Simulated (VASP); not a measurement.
# TaN (P6_3mc) in VASP: notebook, part 2 of 2

VASP 6.6.1.

## 4. Single point, PBE

Contents of INCAR:

```
PREC = Accurate
ENCUT = 520
EDIFF = 1E-7
ISMEAR = 0
SIGMA = 0.2
LREAL = False
LASPH = True
NELM = 100
ALGO = Normal
ISIF = 2
LWAVE = False
LCHARG = False
GGA = PE
NBANDS = 24
```

Contents of KPOINTS:

```
regular mesh
0
Gamma
  8 8 4
```

Contents of POSCAR:

```
TaN
1.0
    3.0500010905      0.0000000000      0.0000000000
   -1.5250005453      2.6413784260      0.0000000000
    0.0000000000      0.0000000000      4.9400000000
Ta N
2 2
Direct
    0.3333333333      0.6666666667      0.0000000000
    0.6666666667      0.3333333333      0.5000000000
    0.3333333333      0.6666666667      0.3850000000
    0.6666666667      0.3333333333      0.8850000000
```

Potentials or basis: VASP PAW PBE potentials, release 64 (Ta_pv, N).

The run is started by

```sh
> cat potpaw_PBE.64/Ta_pv/POTCAR potpaw_PBE.64/N/POTCAR > POTCAR
> mpirun -np 1 vasp_std > vasp.out
```

OUTCAR:

```text
PREC = Accurate
   ENCUT = 520
   EDIFF = 1E-7
   ISMEAR = 0
   LREAL = False
   LASPH = True
   NELM = 100
   ISIF = 2
   GGA = PE

 ion  position               nearest neighbor table
   1  0.333  0.667  0.000-   4 1.85   4 1.85   4 1.85   3 1.90   2 3.03   2 3.03   2 3.03   2 3.03
                             2 3.03   2 3.03
   2  0.667  0.333  0.500-   3 1.85   3 1.85   3 1.85   4 1.90   1 3.03   1 3.03   1 3.03   1 3.03
                             1 3.03   1 3.03
   3  0.333  0.667  0.385-   2 1.85   2 1.85   2 1.85   1 1.90
   4  0.667  0.333  0.885-   1 1.85   1 1.85   1 1.85   2 1.90

  LATTYP: Found a hexagonal cell.
 ALAT       =     3.0500010905
 C/A-ratio  =     1.6196715520

  Lattice vectors:

 A1 = (   3.0500010905,   0.0000000000,   0.0000000000)
 A2 = (  -1.5250005453,   2.6413784260,   0.0000000000)
 A3 = (   0.0000000000,   0.0000000000,   4.9400000000)

Analysis of symmetry for initial positions (statically):
=====================================================================
 Subroutine PRICEL returns:
 Original cell was already a primitive cell.

 Routine SETGRP: Setting up the symmetry group for a
 hexagonal supercell.

 Subroutine GETGRP returns: Found 12 space group operations
 (whereof  6 operations were pure point group operations)
 out of a pool of 24 trial point group operations.

The static configuration has the point symmetry C_3v.
 The point group associated with its full space group is C_6v.

Analysis of symmetry for dynamics (positions and initial velocities):
=====================================================================
 Subroutine PRICEL returns:
 Original cell was already a primitive cell.

 Routine SETGRP: Setting up the symmetry group for a
 hexagonal supercell.

 Subroutine GETGRP returns: Found 12 space group operations
 (whereof  6 operations were pure point group operations)
[... 123 lines left out ...]
   EFERMI_NEDOS =   21; number of points for ismear=-14 and -15
   IALGO  =     38    algorithm
   IMIX   =      4    mixing-type and parameters
     AMIX     =   0.40;   BMIX     =  1.00
     AMIX_MAG =   1.60;   BMIX_MAG =  1.00
  volume/ion in A,a.u.               =       9.95        67.14
  Fermi-wavevector in a.u.,A,eV,Ry     =   1.522319  2.876766 31.530886  2.317455
  Thomas-Fermi vector in A             =   2.630914
   LORBIT       =      0    0 simple, 1 ext, 2 COOP (PROOUT), +10 PAW based schemes
   GGA     = PE    functional components
   LHFCALC =     F    Hartree Fock is set to
   AEXX    =    0.0000 exact exchange contribution
   IVDW    =     0    specifies the selected vdW correction
   LEPSILON=     F    determine dielectric tensor
   LRPA    =     F    only Hartree local field effects (RPA)
 non-spin polarized calculation
 Gauss-broadening in eV      SIGMA  =   0.20
  energy-cutoff  :      520.00
  volume of cell :       39.80
 maximum number of plane-waves:      1087
 NGX is ok and might be reduce to    24
   NGX = 11   NGY = 11   NGZ = 19

 number of electron      32.0000000 magnetization

 Free energy of the ion-electron system (eV)
  ---------------------------------------------------
  ext. energy  EPLUGINS =         0.00000000
  ---------------------------------------------------
  free energy    TOTEN  =       -37.65188178 eV

  energy without entropy =      -37.62676961  energy(sigma->0) =      -37.63932570

 E-fermi :   9.7210     XC(G=0): -13.5447

 val. band max:        9.6992130527   @ k =   0.3750   0.1250   0.0000
 cond. band min:       9.8690976111   @ k =   0.3750   0.2500   0.2500
 fundamental gap:      0.1698845585
 Fermi energy:         9.7210274166

 k-point     1 :       0.0000    0.0000    0.0000
  band No.  band energies     occupation
      1     -26.3467      2.00000
      2     -25.2222      2.00000
      3     -25.2222      2.00000
      4     -25.0309      2.00000
      5     -25.0309      2.00000
      6     -24.9921      2.00000
[... 637 lines left out ...]
     23      16.6928      0.00000
     24      16.6928      0.00000

 [... further k-points ...]

------------------------ aborting loop because EDIFF is reached ----------------------------------------

  FORCE on cell =-STRESS in cart. coord.  units (eV):
  Direction    XX          YY          ZZ          XY          YZ          ZX
  --------------------------------------------------------------------------------------
  -------------------------------------------------------------------------------------
  Total       37.1253594     37.1253594     30.4505900     -0.0000000     -0.0000000      0.0000000
  in kB     1494.5955284   1494.5955285   1225.8821598     -0.0000000     -0.0000000      0.0000000
  external PRESSURE =    1405.0244056 kB  Pullay stress =       0.0000000 kB

 VOLUME and BASIS-vectors are now :
 -----------------------------------------------------------------------------
  energy-cutoff  :      520.00
  volume of cell :       39.80
      direct lattice vectors                 reciprocal lattice vectors
     3.050001090  0.000000000  0.000000000     0.327868735  0.189295103  0.000000000
    -1.525000545  2.641378426  0.000000000     0.000000000  0.378590205  0.000000000
     0.000000000  0.000000000  4.940000000     0.000000000  0.000000000  0.202429150

 POSITION                                       TOTAL-FORCE (eV/Angst)
 -----------------------------------------------------------------------------------
     -0.00000      1.76092      0.00000        -0.000000     -0.000000      2.280690
      1.52500      0.88046      2.47000         0.000000      0.000000      2.280690
     -0.00000      1.76092      1.90190        -0.000000      0.000000     -2.280690
      1.52500      0.88046      4.37190         0.000000     -0.000000     -2.280690
 -----------------------------------------------------------------------------------
    total drift:                               -0.000000      0.000000      0.000567

  FREE ENERGIE OF THE ION-ELECTRON SYSTEM (eV)
  ---------------------------------------------------
  free  energy   TOTEN  =       -37.6518817782 eV

  energy  without entropy=      -37.6267696143  energy(sigma->0) =      -37.63932570
```

Wall time 11 s (1 thread of Intel Xeon 6975P-C (Granite Rapids), shared host); peak memory 0.17 GiB.

Results:

| Item | Value |
| --- | --- |
| Free energy | -37.6519 eV |
| Pressure | 140.5 GPa |
| Largest force | 2.281 eV/Å |
| Band gap on the k mesh | zero (band 16 reaches 10.99 eV, above the bottom of band 17 at 8.40 eV) |

Forces on the atoms (eV/Å):
```
Ta   0.000  0.000  2.281
Ta   0.000  0.000  2.281
N    0.000  0.000 -2.281
N    0.000  0.000 -2.281
```

Caveat: spin-orbit coupling is left out, which moves the levels of the heavy elements; forces of over 1 eV/Å act on the atoms, so gaps and moduli don't describe the material at rest.

## 5. Single point, PBE

Contents of INCAR:

```
  PREC = Accurate
  ENCUT = 520
  EDIFF = 1E-6
  ISMEAR = 0
  SIGMA = 0.4
  LREAL = F
  LASPH = T
  NELM = 80
  ALGO = Normal
  ISIF = 2
  LWAVE = F
  LCHARG = F
  GGA = PE
  NBANDS = 24
```

KPOINTS is that of step 4.

POSCAR is that of step 4.

Potentials or basis: VASP PAW PBE potentials, release 64 (Ta_pv, N).

The run is started by

```sh
> cat potpaw_PBE.64/Ta_pv/POTCAR potpaw_PBE.64/N/POTCAR > POTCAR
> mpirun -np 1 vasp_std > vasp.out
```

OUTCAR:

```text
PREC = Accurate
   ENCUT = 520
   EDIFF = 1E-6
   ISMEAR = 0
   LREAL = F
   LASPH = T
   NELM = 80
   ISIF = 2
   GGA = PE

 ion  position               nearest neighbor table
   1  0.333  0.667  0.000-   4 1.85   4 1.85   4 1.85   3 1.90   2 3.03   2 3.03   2 3.03   2 3.03
                             2 3.03   2 3.03
   2  0.667  0.333  0.500-   3 1.85   3 1.85   3 1.85   4 1.90   1 3.03   1 3.03   1 3.03   1 3.03
                             1 3.03   1 3.03
   3  0.333  0.667  0.385-   2 1.85   2 1.85   2 1.85   1 1.90
   4  0.667  0.333  0.885-   1 1.85   1 1.85   1 1.85   2 1.90
[... 853 lines left out ...]
  --------------------------------------------------------------------------------------
  -------------------------------------------------------------------------------------
  Total       37.1769279     37.1769279     30.5737830     -0.0000000     -0.0000000      0.0000000
  in kB     1496.6715774   1496.6715774   1230.8416706     -0.0000000     -0.0000000      0.0000000
  external PRESSURE =    1408.0616085 kB  Pullay stress =       0.0000000 kB

 VOLUME and BASIS-vectors are now :
 -----------------------------------------------------------------------------
  energy-cutoff  :      520.00
  volume of cell :       39.80
      direct lattice vectors                 reciprocal lattice vectors
     3.050001090  0.000000000  0.000000000     0.327868735  0.189295103  0.000000000
    -1.525000545  2.641378426  0.000000000     0.000000000  0.378590205  0.000000000
     0.000000000  0.000000000  4.940000000     0.000000000  0.000000000  0.202429150

 POSITION                                       TOTAL-FORCE (eV/Angst)
 -----------------------------------------------------------------------------------
     -0.00000      1.76092      0.00000        -0.000000      0.000000      2.305126
      1.52500      0.88046      2.47000         0.000000     -0.000000      2.305126
     -0.00000      1.76092      1.90190         0.000000     -0.000000     -2.305126
      1.52500      0.88046      4.37190        -0.000000      0.000000     -2.305126
 -----------------------------------------------------------------------------------
    total drift:                               -0.000000      0.000000      0.000947

  FREE ENERGIE OF THE ION-ELECTRON SYSTEM (eV)
  ---------------------------------------------------
  free  energy   TOTEN  =       -37.6947818914 eV

  energy  without entropy=      -37.5723944884  energy(sigma->0) =      -37.63358819
```

stdout:

```text
POSCAR found type information on POSCAR TaN
 POSCAR found :  2 types and       4 ions
 scaLAPACK will be used
 LDA part: xc-table for (Slater+PW92), standard interpolation
 POSCAR, INCAR and KPOINTS ok, starting setup
 FFT: planning ... GRIDC
 FFT: planning ... GRID_SOFT
 FFT: planning ... GRID
 WAVECAR not read
 entering main loop
```

It took 9.2 s on 1 thread of Intel Xeon 6975P-C (Granite Rapids), shared host; peak memory 0.17 GiB.

What came out:

```
Free energy            : -37.6948 eV
Pressure               : 140.8 GPa
Largest force          : 2.305 eV/Å
Band gap on the k mesh : zero (band 16 reaches 11.00 eV, above the bottom of band 17 at 8.40 eV)
```

Forces on the atoms (eV/Å):
```
Ta   0.000  0.000  2.305
Ta   0.000  0.000  2.305
N    0.000  0.000 -2.305
N    0.000  0.000 -2.305
```

Stress tensor (GPa, compression positive):
```
149.67   0.00   0.00
  0.00 149.67   0.00
  0.00   0.00 123.08
```

Levels at points of the mesh, in eV from the Fermi level:
| k point | band 12 | band 13 | band 14 | band 15 | band 16 | band 17 | band 18 | band 19 | band 20 | band 21 |
| --- | --- | --- | --- | --- | --- | --- | --- | --- | --- | --- |
| (0.00, 0.00, 0.00) | -7.86 | -7.86 | -7.54 | -0.80 | -0.80 | -0.32 | 2.17 | 2.70 | 2.70 | 4.59 |
| (0.50, 0.00, 0.00) | -6.37 | -6.16 | -5.20 | -2.42 | -1.02 | 0.47 | 1.46 | 2.06 | 3.81 | 4.36 |
| (0.00, 0.00, 0.50) | -8.44 | -8.44 | -8.44 | 1.24 | 1.24 | 1.24 | 1.24 | 1.90 | 1.90 | 6.74 |
| (0.50, 0.00, 0.50) | -6.50 | -6.48 | -6.48 | -0.44 | -0.44 | 2.18 | 2.18 | 2.30 | 2.30 | 5.00 |

Caveat: spin-orbit coupling is left out, which moves the levels of the heavy elements; forces of over 1 eV/Å act on the atoms, so gaps and moduli don't describe the material at rest.

## 6. Summary

```tsv
smearing	gap on the mesh (eV)	pressure (GPa)	largest force (eV/Å)
gaussian 0.05 eV	none	140.4	2.33
gaussian 0.1 eV	none	140.4	2.30
gaussian 0.2 eV	none	140.5	2.28
gaussian 0.4 eV	none	140.8	2.31
```

Alike in all rows: task single point; level PBE; potentials or basis VASP PAW PBE potentials, release 64 (Ta_pv, N); no spin polarisation; cell as given; k mesh 8 × 8 × 4; cutoff (eV) 520.

Every run on the cell as given and a fine mesh finds a metal.

Caveats: spin-orbit coupling is left out, which moves the levels of the heavy elements; forces of over 1 eV/Å act on the atoms, so gaps and moduli don't describe the material at rest.

Total energies depend on the potentials used, so only differences within one code and one set of settings carry meaning.
